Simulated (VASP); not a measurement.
Input of a VASP 6.6.1 run:

The input INCAR:

```
ALGO = Normal
EDIFF = 1E-6
ENCUT = 520
GGA = PE
ISIF = 2
ISMEAR = 0
LASPH = True
LCHARG = False
LREAL = False
LWAVE = False
NBANDS = 14
NELM = 80
PREC = Accurate
SIGMA = 0.02
```

KPOINTS

```
k-points
0
Gamma
  8 8 8
```

Contents of POSCAR:

```
NaCl
1.0
    0.0000000000      2.8762440537      2.8762440537
    2.8762440537      0.0000000000      2.8762440537
    2.8762440537      2.8762440537      0.0000000000
Na Cl
1 1
Direct
    0.0000000000      0.0000000000      0.0000000000
    0.5000000000      0.5000000000      0.5000000000
```

Potentials or basis: VASP PAW PBE potentials, release 64 (Na_pv, Cl).

Run with:

```bash
$ cat potpaw_PBE.64/Na_pv/POTCAR potpaw_PBE.64/Cl/POTCAR > POTCAR
$ mpirun -np 1 vasp_std > vasp.out
```

(1) What does it give for the pressure?

(2) What does it give for the band gap on the k mesh?

Results:

(1) -0.7 GPa.

(2) 4.89 eV.
